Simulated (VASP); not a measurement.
# Al2O3 (Pnnm) in VASP: further runs, part 2 of 2

VASP 6.6.1. Earlier steps stand in the parts before.

### 3 Single point, PBE

File INCAR:

```
  PREC = Accurate
  ENCUT = 520
  EDIFF = 1E-6
  ISMEAR = 0
  SIGMA = 0.05
  LREAL = F
  LASPH = T
  NELM = 60
  ALGO = Normal
  ISIF = 2
  LWAVE = F
  LCHARG = F
  GGA = PE
  NBANDS = 35
```

File KPOINTS:

```
regular mesh
0
Gamma
  6 4 8
```

File POSCAR:

```
Al2O3
1.0
    4.7121766311      0.0000000000      0.0000000000
    0.0000000000      9.7035371733      0.0000000000
    0.0000000000      0.0000000000      3.0257116887
Al O
4 6
Direct
    0.4448157046      0.3286006578      0.5000000000
    0.5551842954      0.6713993422      0.5000000000
    0.9448157046      0.1713993422      0.0000000000
    0.0551842954      0.8286006578      0.0000000000
    0.7722242025      0.2304731514      0.5000000000
    0.0000000000      0.0000000000      0.0000000000
    0.7277757975      0.7304731514      0.0000000000
    0.2722242025      0.2695268486      0.0000000000
    0.2277757975      0.7695268486      0.5000000000
    0.5000000000      0.5000000000      0.5000000000
```

Potentials or basis: VASP PAW PBE potentials, release 64 (Al, O).

Run with:

```sh
$ cat potpaw_PBE.64/Al/POTCAR potpaw_PBE.64/O/POTCAR > POTCAR
$ mpirun -np 1 vasp_std > vasp.out
```

OUTCAR:

```text
PREC = Accurate
   ENCUT = 520
   EDIFF = 1E-6
   ISMEAR = 0
   LREAL = F
   LASPH = T
   NELM = 60
   ISIF = 2
   GGA = PE

 ion  position               nearest neighbor table
   1  0.445  0.329  0.500-  10 1.68   8 1.81   8 1.81   5 1.81   3 3.19   3 3.19   3 3.19   3 3.19

   2  0.555  0.671  0.500-  10 1.68   7 1.81   7 1.81   9 1.81   4 3.19   4 3.19   4 3.19   4 3.19

   3  0.945  0.171  0.000-   6 1.68   5 1.81   5 1.81   8 1.81   1 3.19   1 3.19   1 3.19   1 3.19

   4  0.055  0.829  0.000-   6 1.68   9 1.81   9 1.81   7 1.81   2 3.19   2 3.19   2 3.19   2 3.19

   5  0.772  0.230  0.500-   3 1.81   3 1.81   1 1.81
   6  0.000  0.000  0.000-   3 1.68   4 1.68
   7  0.728  0.730  0.000-   2 1.81   2 1.81   4 1.81
   8  0.272  0.270  0.000-   1 1.81   1 1.81   3 1.81
   9  0.228  0.770  0.500-   4 1.81   4 1.81   2 1.81
  10  0.500  0.500  0.500-   1 1.68   2 1.68

  LATTYP: Found a simple orthorhombic cell.
 ALAT       =     3.0257116887
 B/A-ratio  =     1.5573779381
 C/A-ratio  =     3.2070263699

  Lattice vectors:

 A1 = (   0.0000000000,   0.0000000000,   3.0257116887)
 A2 = (   4.7121766311,   0.0000000000,   0.0000000000)
 A3 = (   0.0000000000,   9.7035371733,   0.0000000000)

Analysis of symmetry for initial positions (statically):
=====================================================================
 Subroutine PRICEL returns:
 Original cell was already a primitive cell.

 Routine SETGRP: Setting up the symmetry group for a
 simple orthorhombic supercell.

 Subroutine GETGRP returns: Found  8 space group operations
 (whereof  4 operations were pure point group operations)
 out of a pool of  8 trial point group operations.

The static configuration has the point symmetry C_2h.
 The point group associated with its full space group is D_2h.

Analysis of symmetry for dynamics (positions and initial velocities):
=====================================================================
 Subroutine PRICEL returns:
[... 154 lines left out ...]
   IVDW    =     0    specifies the selected vdW correction
   LEPSILON=     F    determine dielectric tensor
   LRPA    =     F    only Hartree local field effects (RPA)
 non-spin polarized calculation
 Gauss-broadening in eV      SIGMA  =   0.05
  energy-cutoff  :      520.00
  volume of cell :      138.35
 maximum number of plane-waves:      3764
 NGX is ok and might be reduce to    36
   NGX = 17   NGY = 37   NGZ = 11

 number of electron      47.9999990 magnetization

 Free energy of the ion-electron system (eV)
  ---------------------------------------------------
  ext. energy  EPLUGINS =         0.00000000
  ---------------------------------------------------
  free energy    TOTEN  =       -74.03773245 eV

  energy without entropy =      -74.03773245  energy(sigma->0) =      -74.03773245

 E-fermi :   2.2648     XC(G=0):  -8.7191

 val. band max:        1.9692763691   @ k =   0.0000   0.0000   0.0000
 cond. band min:       5.3938140866   @ k =   0.0000   0.0000   0.0000
 fundamental gap:      3.4245377175
 Fermi energy:         2.2648340919

 k-point     1 :       0.0000    0.0000    0.0000
  band No.  band energies     occupation
      1     -17.1285      2.00000
      2     -17.0559      2.00000
      3     -15.9341      2.00000
      4     -15.9163      2.00000
      5     -14.5303      2.00000
      6     -14.4038      2.00000
[... 901 lines left out ...]
     34      12.5578      0.00000
     35      12.8858      0.00000

 [... further k-points ...]

------------------------ aborting loop because EDIFF is reached ----------------------------------------

  FORCE on cell =-STRESS in cart. coord.  units (eV):
  Direction    XX          YY          ZZ          XY          YZ          ZX
  --------------------------------------------------------------------------------------
  -------------------------------------------------------------------------------------
  Total        0.5900539      0.5661626      0.3706451      0.0000000      0.0000000      0.0000000
  in kB        6.8331838      6.5565073      4.2922963      0.0000000      0.0000000      0.0000000
  external PRESSURE =       5.8939958 kB  Pullay stress =       0.0000000 kB

 VOLUME and BASIS-vectors are now :
 -----------------------------------------------------------------------------
  energy-cutoff  :      520.00
  volume of cell :      138.35
      direct lattice vectors                 reciprocal lattice vectors
     4.712176631  0.000000000  0.000000000     0.212216154  0.000000000  0.000000000
     0.000000000  9.703537173  0.000000000     0.000000000  0.103055204  0.000000000
     0.000000000  0.000000000  3.025711689     0.000000000  0.000000000  0.330500756

 POSITION                                       TOTAL-FORCE (eV/Angst)
 -----------------------------------------------------------------------------------
      2.09605      3.18859      1.51286        -0.011235      0.003974     -0.000000
      2.61613      6.51495      1.51286         0.011235     -0.003974      0.000000
      4.45214      1.66318      0.00000        -0.011235     -0.003974     -0.000000
      0.26004      8.04036      0.00000         0.011235      0.003974      0.000000
      3.63886      2.23640      1.51286        -0.014628      0.000928     -0.000000
      0.00000      0.00000      0.00000         0.000000      0.000000      0.000000
      3.42941      7.08817      0.00000         0.014628      0.000928      0.000000
      1.28277      2.61536      0.00000        -0.014628     -0.000928     -0.000000
      1.07332      7.46713      1.51286         0.014628     -0.000928      0.000000
      2.35609      4.85177      1.51286         0.000000      0.000000      0.000000
 -----------------------------------------------------------------------------------
    total drift:                                0.000000     -0.000000     -0.000000

  FREE ENERGIE OF THE ION-ELECTRON SYSTEM (eV)
  ---------------------------------------------------
  free  energy   TOTEN  =       -74.0377324534 eV

  energy  without entropy=      -74.0377324534  energy(sigma->0) =      -74.03773245
```

OSZICAR:

```text
N       E                     dE             d eps       ncg     rms          rms(c)
DAV:   1     0.256501610553E+03    0.25650E+03   -0.22963E+04  4200   0.122E+03
DAV:   2    -0.645636535079E+02   -0.32107E+03   -0.30605E+03  5487   0.272E+02
DAV:   3    -0.857609126156E+02   -0.21197E+02   -0.21081E+02  5306   0.746E+01
DAV:   4    -0.859995997618E+02   -0.23869E+00   -0.23849E+00  5064   0.893E+00
DAV:   5    -0.860033286154E+02   -0.37289E-02   -0.37279E-02  5151   0.111E+00    0.204E+01
DAV:   6    -0.740891862516E+02    0.11914E+02   -0.45642E+01  4813   0.345E+01    0.738E+00
DAV:   7    -0.740558934680E+02    0.33293E-01   -0.96275E-01  4756   0.506E+00    0.397E+00
DAV:   8    -0.740195791519E+02    0.36314E-01   -0.10694E-01  5243   0.245E+00    0.121E+00
DAV:   9    -0.740317731574E+02   -0.12194E-01   -0.38719E-02  4649   0.138E+00    0.288E-01
DAV:  10    -0.740356300802E+02   -0.38569E-02   -0.46744E-03  4788   0.349E-01    0.200E-01
DAV:  11    -0.740376848693E+02   -0.20548E-02   -0.23820E-03  4497   0.300E-01    0.641E-02
DAV:  12    -0.740376915087E+02   -0.66394E-05   -0.37936E-04  5149   0.120E-01    0.191E-02
DAV:  13    -0.740377281126E+02   -0.36604E-04   -0.10631E-04  4530   0.584E-02    0.135E-02
DAV:  14    -0.740377321475E+02   -0.40349E-05   -0.18850E-05  4764   0.264E-02    0.145E-03
DAV:  15    -0.740377324534E+02   -0.30594E-06   -0.74247E-07  3700   0.519E-03
   1 F= -.74037732E+02 E0= -.74037732E+02  d E =-.310382E-18
```

stdout:

```text
POSCAR found type information on POSCAR AlO
 POSCAR found :  2 types and      10 ions
 scaLAPACK will be used
 LDA part: xc-table for (Slater+PW92), standard interpolation
 POSCAR, INCAR and KPOINTS ok, starting setup
 FFT: planning ... GRIDC
 FFT: planning ... GRID_SOFT
 FFT: planning ... GRID
 WAVECAR not read
 entering main loop
```

Wall time 4.6 min (1 thread of Intel Xeon 8259CL, shared host); peak memory 0.36 GiB.

What came out:

```yaml
Free_energy: -74.0377 eV
Pressure: 0.6 GPa
Largest_force: 0.015 eV/Å
Band_gap_on_the_k_mesh: 3.42 eV
```

Forces in eV/Å, atoms in the order of the input:
```
Al  -0.011  0.004  0.000
Al   0.011 -0.004  0.000
Al  -0.011 -0.004  0.000
Al   0.011  0.004  0.000
O   -0.015  0.001  0.000
O    0.000  0.000  0.000
O    0.015  0.001  0.000
O   -0.015 -0.001  0.000
O    0.015 -0.001  0.000
O    0.000  0.000  0.000
```

A k mesh can miss the band edges.

### 4 Single point, PBE

File INCAR:

```
PREC = Accurate
ENCUT = 520
EDIFF = 1E-6
ISMEAR = 0
SIGMA = 0.05
LREAL = F
LASPH = T
NELM = 80
ALGO = Normal
ISIF = 2
LWAVE = F
LCHARG = F
GGA = PE
NBANDS = 35
```

File KPOINTS:

```
Automatic mesh
0
Gamma
  6 4 8
```

File POSCAR:

```
Al2O3
1.0
    4.7121766311      0.0000000000      0.0000000000
    0.0000000000      9.7035371733      0.0000000000
    0.0000000000      0.0000000000      3.0257116887
Al O
4 6
Direct
    0.4230267746      0.3301951558      0.5000000000
    0.5769732254      0.6698048442      0.5000000000
    0.9230267746      0.1698048442      0.0000000000
    0.0769732254      0.8301951558      0.0000000000
    0.7427622472      0.2246196081      0.5000000000
    0.0000000000      0.0000000000      0.0000000000
    0.7572377528      0.7246196081      0.0000000000
    0.2427622472      0.2753803919      0.0000000000
    0.2572377528      0.7753803919      0.5000000000
    0.5000000000      0.5000000000      0.5000000000
```

Run with:

```sh
$ cat potpaw_PBE.64/Al/POTCAR potpaw_PBE.64/O/POTCAR > POTCAR
$ mpirun -np 1 vasp_std > vasp.out
```

Wall time 5 min (1 thread of Intel Xeon 8259CL, shared host); peak memory 0.36 GiB.

Results (log left out):

```yaml
Free_energy: -74.0395 eV
Pressure: -0.6 GPa
Largest_force: 0.017 eV/Å
Band_gap_on_the_k_mesh: 3.37 eV
```

Forces in eV/Å, atoms in the order of the input:
```
Al   0.012 -0.012  0.000
Al  -0.012  0.012  0.000
Al   0.012  0.012  0.000
Al  -0.012 -0.012  0.000
O    0.008  0.011  0.000
O    0.000  0.000  0.000
O   -0.008  0.011  0.000
O    0.008 -0.011  0.000
O   -0.008 -0.011  0.000
O    0.000  0.000  0.000
```

Stress tensor (GPa, compression positive):
```
-0.73  0.00  0.00
 0.00 -0.56  0.00
 0.00  0.00 -0.58
```

Levels at points of the mesh, in eV from the valence-band top:
```tsv
k point	band 21	band 22	band 23	band 24	band 25	band 26	band 27	band 28
(0.00, 0.00, 0.00)	-1.27	-0.53	-0.06	0.00	3.37	5.00	6.32	6.41
(0.50, 0.00, 0.00)	-1.01	-1.01	-0.02	-0.02	5.79	5.79	6.49	6.49
(0.00, 0.50, 0.00)	-0.85	-0.85	-0.03	-0.03	4.05	4.05	6.57	6.57
(0.50, 0.50, 0.00)	-0.93	-0.93	-0.02	-0.02	5.74	5.74	6.34	6.34
(0.00, 0.00, 0.50)	-1.45	-1.45	-0.71	-0.71	6.96	6.96	7.54	7.54
(0.50, 0.00, 0.50)	-1.55	-1.55	-0.72	-0.72	6.83	6.83	8.25	8.25
(0.00, 0.50, 0.50)	-1.56	-1.56	-0.62	-0.62	6.84	6.84	7.82	7.82
(0.50, 0.50, 0.50)	-1.53	-1.53	-0.79	-0.79	7.04	7.04	8.00	8.00
```

### 5 Summary

```tsv
cell	gap on the mesh (eV)	pressure (GPa)	largest force (eV/Å)
as given, atomic positions A	3.34	-1.3	0.04
as given, atomic positions B	3.42	0.6	0.01
as given, atomic positions C	3.37	-0.6	0.02
```

Alike in all rows: task single point; level PBE; potentials or basis VASP PAW PBE potentials, release 64 (Al, O); no spin polarisation; k mesh 6 × 4 × 8; cutoff (eV) 520; smearing gaussian 0.05 eV.

Total energies depend on the potentials used, so only differences within one code and one set of settings carry meaning.
